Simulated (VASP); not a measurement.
# Li2O in VASP: notebook

The runs below take Li2O through single point, with PBE.

Everything below comes from runs of VASP 6.6.1. Logs are shortened: lines on timing, memory, paths and dates and some standing lists are left out, and cuts for length are marked.

**1. The cell of the first run**

The structure is cubic, space group Fm-3m (No. 225). Conventional cell: a = 4.672 Å, b = 4.672 Å, c = 4.672 Å, α = 90.00°, β = 90.00°, γ = 90.00°. Li (site symmetry -43m) has 4 O at 2.02 Å and 6 Li at 2.34 Å within 2.7 Å. O (site symmetry m-3m) has 8 Li at 2.02 Å within 2.7 Å.

**2. Single point, PBE (8.50 Å³/atom)**

The input, INCAR:

```
SYSTEM = Li2O
ALGO     = Normal         ! electronic algorithm
EDIFF    = 1E-6           ! SCF threshold, eV
ENCUT    = 750            ! plane-wave cutoff, eV
GGA      = PE             ! functional
GGA_COMPAT= .FALSE.      
ISIF     = 2              ! what is computed and relaxed
ISMEAR   = 0              ! smearing method
LASPH    = .TRUE.         ! aspherical terms in the spheres
LCHARG   = .FALSE.        ! write CHGCAR
LREAL    = .FALSE.        ! projectors in reciprocal space
LWAVE    = .FALSE.        ! write WAVECAR
NBANDS   = 13             ! bands
NELM     = 120            ! most SCF steps
PREC     = Accurate       ! precision mode
SIGMA    = 0.02           ! smearing width, eV
```

The input, KPOINTS:

```
k-points
0
G
  8 8 8
  0 0 0
```

The input, POSCAR:

```
Li2O
1.0
    0.0000000000      2.3359130485      2.3359130485
    2.3359130485      0.0000000000      2.3359130485
    2.3359130485      2.3359130485      0.0000000000
Li O
2 1
Direct
    0.7500000000      0.7500000000      0.7500000000
    0.2500000000      0.2500000000      0.2500000000
    0.0000000000      0.0000000000      0.0000000000
```

Potentials or basis: VASP PAW PBE potentials, release 64 (Li_sv, O).

Run with:

```
$ cat potpaw_PBE.64/Li_sv/POTCAR potpaw_PBE.64/O/POTCAR > POTCAR
$ mpirun -np 1 vasp_std > vasp.out
```

OUTCAR:

```text
SYSTEM = Li2O
   EDIFF = 1E-6
   ENCUT = 750
   GGA = PE
   ISIF = 2
   ISMEAR = 0
   LASPH = .TRUE.
   LREAL = .FALSE.
   NELM = 120
   PREC = Accurate

 ion  position               nearest neighbor table
   1  0.750  0.750  0.750-   3 2.02   3 2.02   3 2.02   3 2.02   2 2.34   2 2.34   2 2.34   2 2.34
                             2 2.34   2 2.34
   2  0.250  0.250  0.250-   3 2.02   3 2.02   3 2.02   3 2.02   1 2.34   1 2.34   1 2.34   1 2.34
                             1 2.34   1 2.34
   3  0.000  0.000  0.000-   1 2.02   1 2.02   1 2.02   1 2.02   2 2.02   2 2.02   2 2.02   2 2.02

  LATTYP: Found a face centered cubic cell.
 ALAT       =     4.6718260970

  Lattice vectors:

 A1 = (   0.0000000000,   2.3359130485,   2.3359130485)
 A2 = (   2.3359130485,   0.0000000000,   2.3359130485)
 A3 = (   2.3359130485,   2.3359130485,   0.0000000000)

Analysis of symmetry for initial positions (statically):
=====================================================================
 Subroutine PRICEL returns:
 Original cell was already a primitive cell.

 Routine SETGRP: Setting up the symmetry group for a
 face centered cubic supercell.

 Subroutine GETGRP returns: Found 48 space group operations
 (whereof 48 operations were pure point group operations)
 out of a pool of 48 trial point group operations.

The static configuration has the point symmetry O_h .

Analysis of symmetry for dynamics (positions and initial velocities):
=====================================================================
 Subroutine PRICEL returns:
 Original cell was already a primitive cell.

 Routine SETGRP: Setting up the symmetry group for a
 face centered cubic supercell.

 Subroutine GETGRP returns: Found 48 space group operations
 (whereof 48 operations were pure point group operations)
 out of a pool of 48 trial point group operations.

The dynamic configuration has the point symmetry O_h .

 Subroutine INISYM returns: Found 48 space group operations
 (whereof 48 operations are pure point group operations),
 and found     1 'primitive' translations

----------------------------------------------------------------------------------------

                                     Primitive cell

  volume of cell :      25.4918

  direct lattice vectors                    reciprocal lattice vectors
     0.000000000  2.335913049  2.335913049    -0.214049063  0.214049063  0.214049063
     2.335913049  0.000000000  2.335913049     0.214049063 -0.214049063  0.214049063
     2.335913049  2.335913049  0.000000000     0.214049063  0.214049063 -0.214049063

  length of vectors
     3.303479914  3.303479914  3.303479914     0.370743853  0.370743853  0.370743853

  position of ions in fractional coordinates (direct lattice)
     0.750000000  0.750000000  0.750000000
     0.250000000  0.250000000  0.250000000
     0.000000000  0.000000000  0.000000000

  ion indices of the primitive-cell ions
   primitive index   ion index
                 1           1
                 2           2
                 3           3

----------------------------------------------------------------------------------------

 KPOINTS: k-points

Automatic generation of k-mesh.
 Grid dimensions read from file:
 generate k-points for:    8    8    8

 Generating k-lattice:

  Cartesian coordinates                     Fractional coordinates (reciprocal lattice)
    -0.026756133  0.026756133  0.026756133     0.125000000  0.000000000  0.000000000
     0.026756133 -0.026756133  0.026756133     0.000000000  0.125000000  0.000000000
     0.026756133  0.026756133 -0.026756133     0.000000000  0.000000000  0.125000000

  Length of vectors
     0.046342982  0.046342982  0.046342982

  Shift w.r.t. Gamma in fractional coordinates (k-lattice)
     0.000000000  0.000000000  0.000000000

 Subroutine IBZKPT returns following result:
 ===========================================

 Found     29 irreducible k-points:

 Following reciprocal coordinates:
            Coordinates               Weight
  0.000000  0.000000  0.000000      1.000000
  0.125000  0.000000  0.000000      8.000000
  0.250000  0.000000  0.000000      8.000000
  0.375000  0.000000  0.000000      8.000000
  0.500000  0.000000  0.000000      4.000000
  0.125000  0.125000  0.000000      6.000000
[... 16 lines left out ...]
  0.500000  0.250000  0.125000     48.000000
 -0.375000  0.250000  0.125000     24.000000
 [... further k-points ...]
   k-points           NKPTS =     29   k-points in BZ     NKDIM =     29   number of bands    NBANDS=     13
   number of dos      NEDOS =    301   number of ions     NIONS =      3
   total plane-waves  NPLWV =  27000
   dimension x,y,z NGX =    30 NGY =   30 NGZ =   30
   dimension x,y,z NGXF=    60 NGYF=   60 NGZF=   60
   ions per type =               2   1
   NGX,Y,Z   is equivalent  to a cutoff of  15.10, 15.10, 15.10 a.u.
   NGXF,Y,Z  is equivalent  to a cutoff of  30.19, 30.19, 30.19 a.u.
 SYSTEM =  Li2O
   PREC   = accura    normal or accurate (medium, high low for compatibility)
   ISTART =      0    job   : 0-new  1-cont  2-samecut
   ICHARG =      2    charge: 1-file 2-atom 10-const
   ISPIN  =      1    spin polarized calculation?
   LNONCOLLINEAR =      F non collinear calculations
   LSORBIT =      F    spin-orbit coupling
   LASPH  =      T    aspherical Exc in radial PAW
   ENCUT  =  750.0 eV  55.12 Ry    7.42 a.u.   7.38  7.38  7.38*2*pi/ulx,y,z
   NELM   =    120;   NELMIN=  2; NELMDL= -5     # of ELM steps
   EDIFF  = 0.1E-05   stopping-criterion for ELM
   LREAL  =      F    real-space projection
   EDIFFG = 0.1E-04   stopping-criterion for IOM
   NSW    =      0    number of steps for IOM
   IBRION =     -1    ionic relax: 0-MD 1-quasi-New 2-CG
   NFREE  =      0    steps in history (QN), initial steepest desc. (CG)
   ISIF   =      2    stress and relaxation
   ISYM   =      2    0-nonsym 1-usesym 2-fastsym
   POTIM  = 0.5000    time-step for ionic-motion
   TEBEG  =    0.0;   TEEND  =   0.0 temperature during run
   PSTRESS=    0.0 pullay stress
   NELECT =      12.0000    total number of electrons
   NUPDOWN=      -1.0000    fix difference up-down
   EMIN   =  10.00;   EMAX   =-10.00  energy-range for DOS
   EFERMI =   0.00;   METHOD = LEGACY
   ISMEAR =     0;   SIGMA  =   0.02  broadening in eV -4-tet -1-fermi 0-gaus
   EFERMI_NEDOS =   21; number of points for ismear=-14 and -15
   IALGO  =     38    algorithm
   IMIX   =      4    mixing-type and parameters
     AMIX     =   0.40;   BMIX     =  1.00
     AMIX_MAG =   1.60;   BMIX_MAG =  1.00
  volume/ion in A,a.u.               =       8.50        57.34
  Fermi-wavevector in a.u.,A,eV,Ry     =   1.273509  2.406582 22.066260  1.621824
  Thomas-Fermi vector in A             =   2.406328
   LORBIT       =      0    0 simple, 1 ext, 2 COOP (PROOUT), +10 PAW based schemes
   GGA     = PE    functional components
   LHFCALC =     F    Hartree Fock is set to
   AEXX    =    0.0000 exact exchange contribution
   IVDW    =     0    specifies the selected vdW correction
   LEPSILON=     F    determine dielectric tensor
   LRPA    =     F    only Hartree local field effects (RPA)
 non-spin polarized calculation
 Gauss-broadening in eV      SIGMA  =   0.02
  energy-cutoff  :      750.00
  volume of cell :       25.49
 maximum number of plane-waves:      1243
 NGX is ok and might be reduce to    30
   NGX = 15   NGY = 15   NGZ = 15

 number of electron      11.9999996 magnetization

 Free energy of the ion-electron system (eV)
  ---------------------------------------------------
  ext. energy  EPLUGINS =         0.00000000
  ---------------------------------------------------
  free energy    TOTEN  =       -14.35109891 eV

  energy without entropy =      -14.35109891  energy(sigma->0) =      -14.35109891

 E-fermi :   1.2465     XC(G=0):  -9.6114

 val. band max:        1.1590029637   @ k =   0.0000   0.0000   0.0000
 cond. band min:       6.0720413726   @ k =   0.5000   0.5000   0.0000
 fundamental gap:      4.9130384089
 Fermi energy:         1.2465111892

 k-point     1 :       0.0000    0.0000    0.0000
  band No.  band energies     occupation
      1     -41.8918      2.00000
      2     -41.5961      2.00000
      3     -14.2345      2.00000
      4       1.1590      2.00000
      5       1.1590      2.00000
      6       1.1590      2.00000
      7       6.1810      0.00000
      8      12.9018      0.00000
      9      12.9018      0.00000
     10      12.9018      0.00000
     11      19.8056      0.00000
     12      19.8057      0.00000
     13      19.8057      0.00000

 k-point     2 :       0.1250    0.0000    0.0000
  band No.  band energies     occupation
      1     -41.8788      2.00000
      2     -41.6058      2.00000
      3     -14.2044      2.00000
      4       0.6597      2.00000
      5       1.0902      2.00000
      6       1.0902      2.00000
      7       6.6035      0.00000
      8      12.8974      0.00000
      9      13.1090      0.00000
     10      13.1091      0.00000
     11      18.5005      0.00000
     12      18.5005      0.00000
     13      20.2830      0.00000

 k-point     3 :       0.2500    0.0000    0.0000
  band No.  band energies     occupation
      1     -41.8427      2.00000
      2     -41.6341      2.00000
      3     -14.1288      2.00000
      4      -0.3525      2.00000
      5       0.9336      2.00000
      6       0.9336      2.00000
      7       7.6035      0.00000
      8      12.6248      0.00000
      9      13.3613      0.00000
     10      13.3613      0.00000
     11      17.6525      0.00000
     12      17.6525      0.00000
     13      21.4778      0.00000
[... 305 lines left out ...]
 k-point    23 :       0.5000    0.2500    0.1250
  band No.  band energies     occupation
      1     -41.7773      2.00000
      2     -41.6868      2.00000
      3     -14.0111      2.00000
      4      -0.9880      2.00000
      5       0.1649      2.00000
      6       0.5406      2.00000
      7       8.4612      0.00000
      8      11.6087      0.00000
      9      13.9447      0.00000
     10      14.4020      0.00000
     11      16.6239      0.00000
     12      20.0349      0.00000
     13      23.1344      0.00000

 k-point    24 :      -0.3750    0.2500    0.1250
  band No.  band energies     occupation
      1     -41.7309      2.00000
      2     -41.7305      2.00000
      3     -13.9833      2.00000
      4      -1.2220      2.00000
      5       0.1849      2.00000
      6       0.3845      2.00000
      7       8.9629      0.00000
      8      11.1122      0.00000
      9      13.9486      0.00000
     10      14.2512      0.00000
     11      18.3101      0.00000
     12      18.6934      0.00000
     13      23.6465      0.00000

 [... further k-points ...]
[... 5 lines left out ...]
  --------------------------------------------------------------------------------------
  -------------------------------------------------------------------------------------
  Total       -0.4098822     -0.4098822     -0.4098822      0.0000000      0.0000000      0.0000000
  in kB      -25.7614122    -25.7614122    -25.7614122      0.0000000      0.0000000      0.0000000
  external PRESSURE =     -25.7614122 kB  Pullay stress =       0.0000000 kB

 VOLUME and BASIS-vectors are now :
 -----------------------------------------------------------------------------
  energy-cutoff  :      750.00
  volume of cell :       25.49
      direct lattice vectors                 reciprocal lattice vectors
     0.000000000  2.335913049  2.335913049    -0.214049063  0.214049063  0.214049063
     2.335913049  0.000000000  2.335913049     0.214049063 -0.214049063  0.214049063
     2.335913049  2.335913049  0.000000000     0.214049063  0.214049063 -0.214049063

 POSITION                                       TOTAL-FORCE (eV/Angst)
 -----------------------------------------------------------------------------------
      3.50387      3.50387      3.50387        -0.000000     -0.000000     -0.000000
      1.16796      1.16796      1.16796         0.000000      0.000000      0.000000
      0.00000      0.00000      0.00000        -0.000000      0.000000     -0.000000
 -----------------------------------------------------------------------------------
    total drift:                                0.000000     -0.000000      0.000000

  FREE ENERGIE OF THE ION-ELECTRON SYSTEM (eV)
  ---------------------------------------------------
  free  energy   TOTEN  =       -14.3510989137 eV

  energy  without entropy=      -14.3510989137  energy(sigma->0) =      -14.35109891
```

Wall time 21 s (1 thread of Intel Xeon Platinum 8488C (Sapphire Rapids), shared host); peak memory 0.16 GiB.

Results:

```
Free energy            : -14.3511 eV
Pressure               : -2.6 GPa
Band gap on the k mesh : 4.91 eV (least direct gap 5.02 eV)
```

**3. Single point, PBE (8.74 Å³/atom)**

This run uses another cell than the first one, of 8.74 Å³/atom.

The input, INCAR:

```
PREC = Accurate
ENCUT = 750
EDIFF = 1E-6
ISMEAR = 0
SIGMA = 0.02
LREAL = False
LASPH = True
NELM = 120
ALGO = Normal
ISIF = 2
LWAVE = False
LCHARG = False
GGA = PE
NBANDS = 13
GGA_COMPAT = False
```

The input, KPOINTS:

```
regular mesh
0
Gamma
  8 8 8
```

The input, POSCAR:

```
Li2O
1.0
    0.0000000000      2.3583751288      2.3583751288
    2.3583751288      0.0000000000      2.3583751288
    2.3583751288      2.3583751288      0.0000000000
Li O
2 1
Direct
    0.7500000000      0.7500000000      0.7500000000
    0.2500000000      0.2500000000      0.2500000000
    0.0000000000      0.0000000000      0.0000000000
```

Potentials or basis: VASP PAW PBE potentials, release 64 (Li_sv, O).

Run with:

```
$ cat potpaw_PBE.64/Li_sv/POTCAR potpaw_PBE.64/O/POTCAR > POTCAR
$ mpirun -np 1 vasp_std > vasp.out
```

Wall time 23 s (1 thread of Intel Xeon Platinum 8488C (Sapphire Rapids), shared host); peak memory 0.16 GiB.

Results (log left out):

```yaml
Free_energy: -14.3365 eV
Pressure: -4.5 GPa
Band_gap_on_the_k_mesh: 4.82 eV
```

Levels at points of the mesh, in eV from the valence-band top:
```
           k point  band 2  band 3  band 4  band 5  band 6  band 7  band 8  band 9  band 10  band 11
(0.00, 0.00, 0.00)  -42.84  -15.35    0.00    0.00    0.00    4.82   11.58   11.58    11.58    18.35
(0.50, 0.00, 0.00)  -42.97  -15.13   -2.62   -0.41   -0.41    8.81    9.21   11.71    11.71    17.12
(0.50, 0.50, 0.00)  -42.92  -15.08   -1.55   -1.28   -1.28    4.86   12.96   12.96    13.91    15.03
```

Caveat: the cell stands under tension.

**4. Single point, PBE**

This run uses another cell than the first one, of 8.22 Å³/atom.

The input, INCAR:

```
SYSTEM = Li2O
PREC     = Accurate       ! precision mode
ENCUT    = 750            ! plane-wave cutoff, eV
EDIFF    = 1E-6           ! SCF threshold, eV
ISMEAR   = 0              ! smearing method
SIGMA    = 0.15           ! smearing width, eV
LREAL    = .False.        ! projectors in reciprocal space
LASPH    = .True.         ! aspherical terms in the spheres
NELM     = 120            ! most SCF steps
ALGO     = Normal         ! electronic algorithm
ISIF     = 2              ! what is computed and relaxed
LWAVE    = .False.        ! write WAVECAR
LCHARG   = .False.        ! write CHGCAR
GGA      = PE             ! functional
NBANDS   = 13             ! bands
GGA_COMPAT= .False.
```

The input, KPOINTS:

```
regular mesh
0
Gamma
  6 6 3
  0 0 0
```

The input, POSCAR:

```
Li2O
1.0
    2.8301014537     -1.6275291456      0.0223950811
    2.8301014537      1.6275291456      0.0223950811
   -1.9145334743      0.0000000000      2.6613760391
Li O
2 1
Direct
    0.0776285662      0.0776285662      0.8693045486
    0.5773859679      0.5773859679      0.3693143572
    0.3275495058      0.3275495058      0.6193417842
```

Run with:

```
$ cat potpaw_PBE.64/Li_sv/POTCAR potpaw_PBE.64/O/POTCAR > POTCAR
$ mpirun -np 1 vasp_std > vasp.out
```

Wall time 25 s (1 thread of Intel Xeon 8259CL, shared host); peak memory 0.16 GiB.

It converged, with:

```
Free energy            : -14.3519 eV
Pressure               : 0.0 GPa
Largest force          : 0.007 eV/Å
Band gap on the k mesh : 4.97 eV (least direct gap 5.25 eV)
```

Forces in eV/Å, atoms in the order of the input:
```
Li   0.003  0.000  0.006
Li  -0.002  0.000 -0.006
O   -0.001  0.000  0.000
```

Stress tensor (GPa, compression positive):
```
-0.10  0.00 -0.03
 0.00  0.38  0.00
-0.03  0.00 -0.32
```

Levels at points of the mesh, in eV from the valence-band top:
| k point | band 2 | band 3 | band 4 | band 5 | band 6 | band 7 | band 8 | band 9 | band 10 | band 11 |
| --- | --- | --- | --- | --- | --- | --- | --- | --- | --- | --- |
| (0.00, 0.00, 0.00) | -42.67 | -15.46 | -0.02 | -0.01 | 0.00 | 5.25 | 11.84 | 11.93 | 12.00 | 18.96 |
| (0.50, 0.00, 0.00) | -42.82 | -15.23 | -2.78 | -0.46 | -0.46 | 9.21 | 9.80 | 11.99 | 12.04 | 17.76 |
| (0.50, 0.50, 0.00) | -42.76 | -15.18 | -1.61 | -1.42 | -1.36 | 4.97 | 13.47 | 13.58 | 14.69 | 15.72 |

Caveat: the k points lie up to 0.64 Å⁻¹ apart; an odd mesh through Γ misses points on the zone boundary, where band edges can lie.

**5. The runs side by side**

```tsv
cell	k mesh	smearing	gap on the mesh (eV)	pressure (GPa)
a = 3.303 Å, angles 60.0°, 3 atoms, atomic positions A	8 × 8 × 8	gaussian 0.02 eV	4.91	-2.6
a = 3.335 Å, angles 60.0°, 3 atoms, atomic positions A	8 × 8 × 8	gaussian 0.02 eV	4.82	-4.5
a = 3.265, b = 3.265, c = 3.278 Å, angles 120.0, 120.0, 59.8°, 3 atoms, atomic positions B	6 × 6 × 3	gaussian 0.15 eV	4.97	0.0
```

Alike in all rows: task single point; level PBE; potentials or basis VASP PAW PBE potentials, release 64 (Li_sv, O); no spin polarisation; cutoff (eV) 750.

Caveats: some runs use coarse meshes; the cell stands under tension (at least some runs); an odd mesh through Γ misses points on the zone boundary, where band edges can lie (at least some runs).

Total energies depend on the potentials used, so only differences within one code and one set of settings carry meaning.
